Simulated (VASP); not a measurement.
# Tl2BiN3 (Cmmm) in VASP: further runs

Runs on Tl2BiN3. Level: PBEsol. Tasks: single point, relaxation of cell and atoms.

Everything below comes from runs of VASP 6.6.1. Logs are shortened: lines on timing, memory, paths and dates and some standing lists are left out, and cuts for length are marked.

## Step 1: The cell of the first run

It takes space group Cmmm (No. 65, orthorhombic). Conventional cell: a = 4.895 Å, b = 10.968 Å, c = 3.718 Å, α = 90.00°, β = 90.00°, γ = 90.00°. Within 3.0 Å of Tl (site symmetry m2m) lie 5 N at 2.26 to 2.48 Å. Within 3.2 Å of Bi (site symmetry mmm) lie 6 N at 2.44 to 2.45 Å. Within 3.0 Å of N (site symmetry m2m) lie 3 Tl at 2.26 to 2.45 Å and 2 Bi at 2.44 Å. Within 3.2 Å of N (site symmetry mmm) lie 2 Bi at 2.45 Å and 4 Tl at 2.48 Å.

## Step 2: Single point, PBEsol

File INCAR:

```
SYSTEM = Tl2BiN3
ALGO = Normal ; EDIFF = 1E-6
ENCUT = 520 ; GGA = PS
ISIF = 2 ; ISMEAR = -1
LASPH = .TRUE. ; LCHARG = .TRUE.
LELF = .TRUE. ; LREAL = .FALSE.
LVHAR = .TRUE. ; LWAVE = .FALSE.
NBANDS = 37 ; NELM = 60
PREC = Accurate ; SIGMA = 0.03
```

File KPOINTS:

```
k-points
0
G
  4 4 6
  0 0 0
```

File POSCAR:

```
Tl2BiN3
1.0
    2.4475545360     -5.4838812762      0.0000000000
    2.4475545360      5.4838812762      0.0000000000
    0.0000000000      0.0000000000      3.7176424037
Tl Bi N
2 1 3
Direct
    0.6498440078      0.3501559922      0.5000000000
    0.3501559922      0.6498440078      0.5000000000
    0.0000000000      0.0000000000      0.0000000000
    0.1441783813      0.8558216187      0.5000000000
    0.8558216187      0.1441783813      0.5000000000
    0.5000000000      0.5000000000      0.0000000000
```

Potentials or basis: VASP PAW PBE potentials, release 64 (Tl_d, Bi_d, N).

On the command line:

```bash
$ cat potpaw_PBE.64/Tl_d/POTCAR potpaw_PBE.64/Bi_d/POTCAR potpaw_PBE.64/N/POTCAR > POTCAR
$ mpirun -np 1 vasp_std > vasp.out
```

OUTCAR:

```text
SYSTEM = Tl2BiN3
   EDIFF = 1E-6
   ENCUT = 520
   GGA = PS
   ISIF = 2
   ISMEAR = -1
   LASPH = .TRUE.
   LREAL = .FALSE.
   NELM = 60
   PREC = Accurate

 ion  position               nearest neighbor table
   1  0.650  0.350  0.500-   5 2.26   4 2.45   4 2.45   6 2.48   6 2.48   2 3.29   2 3.29   2 3.29
                             3 3.49   3 3.49   3 3.49   3 3.49
   2  0.350  0.650  0.500-   4 2.26   5 2.45   5 2.45   6 2.48   6 2.48   1 3.29   1 3.29   1 3.29
                             3 3.49   3 3.49   3 3.49   3 3.49
   3  0.000  0.000  0.000-   4 2.44   5 2.44   4 2.44   5 2.44   6 2.45   6 2.45   2 3.49   2 3.49
                             1 3.49   1 3.49   1 3.49   2 3.49   2 3.49   1 3.49
   4  0.144  0.856  0.500-   2 2.26   3 2.44   3 2.44   1 2.45   1 2.45
   5  0.856  0.144  0.500-   1 2.26   3 2.44   3 2.44   2 2.45   2 2.45
   6  0.500  0.500  0.000-   3 2.45   3 2.45   1 2.48   1 2.48   2 2.48   2 2.48

  LATTYP: Found a base centered orthorhombic cell.
 ALAT       =     4.8951090720
 B/A-ratio  =     2.2405552953
 C/A-ratio  =     0.7594605859

  Lattice vectors:

 A1 = (   2.4475545360,  -5.4838812762,   0.0000000000)
 A2 = (   2.4475545360,   5.4838812762,   0.0000000000)
 A3 = (   0.0000000000,   0.0000000000,   3.7176424037)

Analysis of symmetry for initial positions (statically):
=====================================================================
 Subroutine PRICEL returns:
 Original cell was already a primitive cell.

 Routine SETGRP: Setting up the symmetry group for a
 base centered orthorhombic supercell.

 Subroutine GETGRP returns: Found  8 space group operations
 (whereof  8 operations were pure point group operations)
 out of a pool of  8 trial point group operations.

The static configuration has the point symmetry D_2h.

Analysis of symmetry for dynamics (positions and initial velocities):
=====================================================================
 Subroutine PRICEL returns:
 Original cell was already a primitive cell.

 Routine SETGRP: Setting up the symmetry group for a
 base centered orthorhombic supercell.

 Subroutine GETGRP returns: Found  8 space group operations
 (whereof  8 operations were pure point group operations)
 out of a pool of  8 trial point group operations.

The dynamic configuration has the point symmetry D_2h.

 Subroutine INISYM returns: Found  8 space group operations
 (whereof  8 operations are pure point group operations),
 and found     1 'primitive' translations

----------------------------------------------------------------------------------------

                                     Primitive cell

  volume of cell :      99.7971

  direct lattice vectors                    reciprocal lattice vectors
     2.447554536 -5.483881276  0.000000000     0.204285540 -0.091176299  0.000000000
     2.447554536  5.483881276  0.000000000     0.204285540  0.091176299  0.000000000
     0.000000000  0.000000000  3.717642404     0.000000000  0.000000000  0.268987679

  length of vectors
     6.005287425  6.005287425  3.717642404     0.223708961  0.223708961  0.268987679

  position of ions in fractional coordinates (direct lattice)
     0.649844008  0.350155992  0.500000000
     0.350155992  0.649844008  0.500000000
     0.000000000  0.000000000  0.000000000
     0.144178381  0.855821619  0.500000000
     0.855821619  0.144178381  0.500000000
     0.500000000  0.500000000  0.000000000

  ion indices of the primitive-cell ions
   primitive index   ion index
                 1           1
                 2           2
                 3           3
                 4           4
                 5           5
                 6           6

----------------------------------------------------------------------------------------

 KPOINTS: k-points

Automatic generation of k-mesh.
 Grid dimensions read from file:
 generate k-points for:    4    4    6

 Generating k-lattice:

  Cartesian coordinates                     Fractional coordinates (reciprocal lattice)
     0.051071385 -0.022794075  0.000000000     0.250000000  0.000000000  0.000000000
     0.051071385  0.022794075  0.000000000     0.000000000  0.250000000  0.000000000
     0.000000000  0.000000000  0.044831280     0.000000000  0.000000000  0.166666667

  Length of vectors
     0.055927240  0.055927240  0.044831280

  Shift w.r.t. Gamma in fractional coordinates (k-lattice)
     0.000000000  0.000000000  0.000000000

 Subroutine IBZKPT returns following result:
 ===========================================

 Found     28 irreducible k-points:

 Following reciprocal coordinates:
            Coordinates               Weight
  0.000000  0.000000  0.000000      1.000000
  0.250000  0.000000  0.000000      4.000000
  0.500000  0.000000  0.000000      2.000000
  0.250000  0.250000  0.000000      2.000000
  0.500000  0.250000  0.000000      4.000000
 -0.250000  0.250000  0.000000      2.000000
[... 16 lines left out ...]
  0.250000  0.000000  0.500000      4.000000
  0.500000  0.000000  0.500000      2.000000
 [... further k-points ...]
   k-points           NKPTS =     28   k-points in BZ     NKDIM =     28   number of bands    NBANDS=     37
   number of dos      NEDOS =    301   number of ions     NIONS =      6
   total plane-waves  NPLWV =  64512
   dimension x,y,z NGX =    48 NGY =   48 NGZ =   28
   dimension x,y,z NGXF=    96 NGYF=   96 NGZF=   56
   ions per type =               2   1   3
   NGX,Y,Z   is equivalent  to a cutoff of  13.29, 13.29, 12.52 a.u.
   NGXF,Y,Z  is equivalent  to a cutoff of  26.58, 26.58, 25.04 a.u.
 SYSTEM =  Tl2BiN3
   PREC   = accura    normal or accurate (medium, high low for compatibility)
   ISTART =      0    job   : 0-new  1-cont  2-samecut
   ICHARG =      2    charge: 1-file 2-atom 10-const
   ISPIN  =      1    spin polarized calculation?
   LNONCOLLINEAR =      F non collinear calculations
   LSORBIT =      F    spin-orbit coupling
   LASPH  =      T    aspherical Exc in radial PAW
   ENCUT  =  520.0 eV  38.22 Ry    6.18 a.u.  11.17 11.17  6.91*2*pi/ulx,y,z
   NELM   =     60;   NELMIN=  2; NELMDL= -5     # of ELM steps
   EDIFF  = 0.1E-05   stopping-criterion for ELM
   LREAL  =      F    real-space projection
   EDIFFG = 0.1E-04   stopping-criterion for IOM
   NSW    =      0    number of steps for IOM
   IBRION =     -1    ionic relax: 0-MD 1-quasi-New 2-CG
   NFREE  =      0    steps in history (QN), initial steepest desc. (CG)
   ISIF   =      2    stress and relaxation
   ISYM   =      2    0-nonsym 1-usesym 2-fastsym
   POTIM  = 0.5000    time-step for ionic-motion
   TEBEG  =    0.0;   TEEND  =   0.0 temperature during run
   PSTRESS=    0.0 pullay stress
   NELECT =      56.0000    total number of electrons
   NUPDOWN=      -1.0000    fix difference up-down
   EMIN   =  10.00;   EMAX   =-10.00  energy-range for DOS
   EFERMI =   0.00;   METHOD = LEGACY
   ISMEAR =    -1;   SIGMA  =   0.03  broadening in eV -4-tet -1-fermi 0-gaus
   EFERMI_NEDOS =   21; number of points for ismear=-14 and -15
   IALGO  =     38    algorithm
   IMIX   =      4    mixing-type and parameters
     AMIX     =   0.40;   BMIX     =  1.00
     AMIX_MAG =   1.60;   BMIX_MAG =  1.00
  volume/ion in A,a.u.               =      16.63       112.24
  Fermi-wavevector in a.u.,A,eV,Ry     =   1.350304  2.551704 24.807780  1.823320
  Thomas-Fermi vector in A             =   2.477819
   LORBIT       =      0    0 simple, 1 ext, 2 COOP (PROOUT), +10 PAW based schemes
   GGA     = PS    functional components
   LHFCALC =     F    Hartree Fock is set to
   AEXX    =    0.0000 exact exchange contribution
   IVDW    =     0    specifies the selected vdW correction
   LEPSILON=     F    determine dielectric tensor
   LRPA    =     F    only Hartree local field effects (RPA)
 non-spin polarized calculation
  energy-cutoff  :      520.00
  volume of cell :       99.80
 maximum number of plane-waves:      2709
 NGX is ok and might be reduce to    48
   NGX = 23   NGY = 23   NGZ = 13

 number of electron      56.0000009 magnetization

 Free energy of the ion-electron system (eV)
  ---------------------------------------------------
  ext. energy  EPLUGINS =         0.00000000
  ---------------------------------------------------
  free energy    TOTEN  =       -29.81668857 eV

  energy without entropy =      -29.81229159  energy(sigma->0) =      -29.81449008

 E-fermi :   7.4024     XC(G=0): -11.1655

 val. band max:        7.3838498972   @ k =  -0.2500   0.2500   0.1667
 cond. band min:       7.4383239464   @ k =  -0.2500   0.2500   0.3333
 fundamental gap:      0.0544740492
 Fermi energy:         7.4024454809

 k-point     1 :       0.0000    0.0000    0.0000
  band No.  band energies     occupation
      1     -15.6261      2.00000
      2     -15.5564      2.00000
      3     -15.5478      2.00000
      4     -15.5269      2.00000
      5     -15.5079      2.00000
      6      -8.7816      2.00000
[... 29 lines left out ...]
     36      14.8475      0.00000
     37      15.5648      0.00000

 k-point     2 :       0.2500    0.0000    0.0000
  band No.  band energies     occupation
      1     -15.6140      2.00000
      2     -15.5580      2.00000
      3     -15.5457      2.00000
      4     -15.5279      2.00000
      5     -15.5080      2.00000
      6      -8.4487      2.00000
[... 29 lines left out ...]
     36      14.2496      0.00000
     37      15.0835      0.00000

 k-point     3 :       0.5000    0.0000    0.0000
  band No.  band energies     occupation
      1     -15.6027      2.00000
      2     -15.5597      2.00000
      3     -15.5427      2.00000
      4     -15.5290      2.00000
      5     -15.5082      2.00000
      6      -7.7996      2.00000
[... 29 lines left out ...]
     36      13.8550      0.00000
     37      14.0459      0.00000

 k-point     4 :       0.2500    0.2500    0.0000
  band No.  band energies     occupation
      1     -15.6027      2.00000
      2     -15.5596      2.00000
      3     -15.5428      2.00000
      4     -15.5290      2.00000
      5     -15.5081      2.00000
      6      -7.8422      2.00000
[... 29 lines left out ...]
     36      13.5106      0.00000
     37      13.5636      0.00000
[... 683 lines left out ...]
      1     -15.5919      2.00000
      2     -15.5819      2.00000
      3     -15.5557      2.00000
      4     -15.5527      2.00000
      5     -15.4777      2.00000
      6      -7.4382      2.00000
[... 29 lines left out ...]
     36      13.5804      0.00000
     37      14.0559      0.00000

 k-point    23 :       0.2500    0.0000    0.5000
  band No.  band energies     occupation
      1     -15.5914      2.00000
      2     -15.5682      2.00000
      3     -15.5576      2.00000
      4     -15.5537      2.00000
      5     -15.4766      2.00000
      6      -7.2069      2.00000
[... 29 lines left out ...]
     36      14.0081      0.00000
     37      14.9512      0.00000

 k-point    24 :       0.5000    0.0000    0.5000
  band No.  band energies     occupation
      1     -15.5909      2.00000
      2     -15.5594      2.00000
      3     -15.5547      2.00000
      4     -15.5546      2.00000
      5     -15.4752      2.00000
      6      -7.0559      2.00000
[... 29 lines left out ...]
     36      13.0178      0.00000
     37      14.6051      0.00000

 [... further k-points ...]

------------------------ aborting loop because EDIFF is reached ----------------------------------------

  FORCE on cell =-STRESS in cart. coord.  units (eV):
  Direction    XX          YY          ZZ          XY          YZ          ZX
  --------------------------------------------------------------------------------------
  -------------------------------------------------------------------------------------
  Total        0.0624227      0.0630956      0.0321823     -0.0000000      0.0000000      0.0000000
  in kB        1.0021556      1.0129587      0.5166656     -0.0000000      0.0000000      0.0000000
  external PRESSURE =       0.8439266 kB  Pullay stress =       0.0000000 kB

 VOLUME and BASIS-vectors are now :
 -----------------------------------------------------------------------------
  energy-cutoff  :      520.00
  volume of cell :       99.80
      direct lattice vectors                 reciprocal lattice vectors
     2.447554536 -5.483881276  0.000000000     0.204285540 -0.091176299  0.000000000
     2.447554536  5.483881276  0.000000000     0.204285540  0.091176299  0.000000000
     0.000000000  0.000000000  3.717642404     0.000000000  0.000000000  0.268987679

 POSITION                                       TOTAL-FORCE (eV/Angst)
 -----------------------------------------------------------------------------------
      2.44755     -1.64345      1.85882         0.000000     -0.001062      0.000000
      2.44755      1.64345      1.85882         0.000000      0.001062      0.000000
      0.00000      0.00000      0.00000         0.000000      0.000000      0.000000
      2.44755      3.90257      1.85882         0.000000      0.001996     -0.000000
      2.44755     -3.90257      1.85882         0.000000     -0.001996      0.000000
      2.44755      0.00000      0.00000        -0.000000      0.000000      0.000000
 -----------------------------------------------------------------------------------
    total drift:                                0.000000     -0.000000      0.000000

  FREE ENERGIE OF THE ION-ELECTRON SYSTEM (eV)
  ---------------------------------------------------
  free  energy   TOTEN  =       -29.8166885720 eV

  energy  without entropy=      -29.8122915897  energy(sigma->0) =      -29.81449008
```

It took 73 s on 1 thread of Intel Xeon 6975P-C (Granite Rapids), shared host; peak memory 0.29 GiB.

Results:

```
Free energy            : -29.8167 eV
Pressure               : 0.1 GPa
Band gap on the k mesh : zero (bands 28 and 29 overlap by 2.02 eV)
```

Caveat: the PAW data sets were made with another functional, which shifts forces and pressure a little; spin-orbit coupling is left out, which moves the levels of the heavy elements.

[end of part 1 of 2]

The gap in the log of VASP goes by the Fermi energy; the results here count the filled bands.